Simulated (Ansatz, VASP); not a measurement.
# MnO2: VASP beside Ansatz

```
Mn O
1.0
     1.42843    0.82471    4.58393
    -1.42843    0.82471    4.58393
     0.00000   -1.64941    4.58393
Mn O
1 2
Direct
  0.00000 0.00000 0.00000
  0.26436 0.26436 0.26436
  0.73564 0.73564 0.73564
```

Alike in both runs: task single point; functional PBE; k mesh 3 × 3 × 3; occupations gaussian, width 0.1 eV; collinear spin.

|  | VASP | Ansatz |
| --- | --- | --- |
| version | VASP 6.6.1 | Ansatz 0.2.0 |
| potentials or method | VASP PAW PBE potentials, release 64 (Mn_pv, O), cutoff 600 eV | scalar-relativistic, plane waves, PAW |
| valence electrons in the cell | 25 | 27 |

|  | VASP | Ansatz | Ansatz less VASP |
| --- | --- | --- | --- |
| gap on the k mesh at the Fermi level (eV) | 0.95 | 0.99 | +0.035 |
| least direct gap on the mesh (eV) | 0.96 | 0.99 | +0.035 |
| pressure (GPa) | 6.2 | 5.4 | -0.79 |
| traceless stress, the component that is largest in VASP (GPa) | -1.00 | -0.60 | +0.404 |
| rms of the force components (eV/Å) | 0.169 | 0.126 | -0.0424 |
| net moment per atom (μB) | 1.00 | 1.00 | 0.000 |
| size of the moment on the site where the two differ most (μB) | 2.87 | 2.51 | -0.353 |

Site moments also hang on the region over which each program counts them. Atom by atom the forces differ by 0.042 eV/Å (rms over components). VASP's potentials hold 25 valence electrons a cell and Ansatz's 27, so a difference there can come from the potentials and not from the codes.

The k mesh is coarse, so the values compare programs but aren't converged.
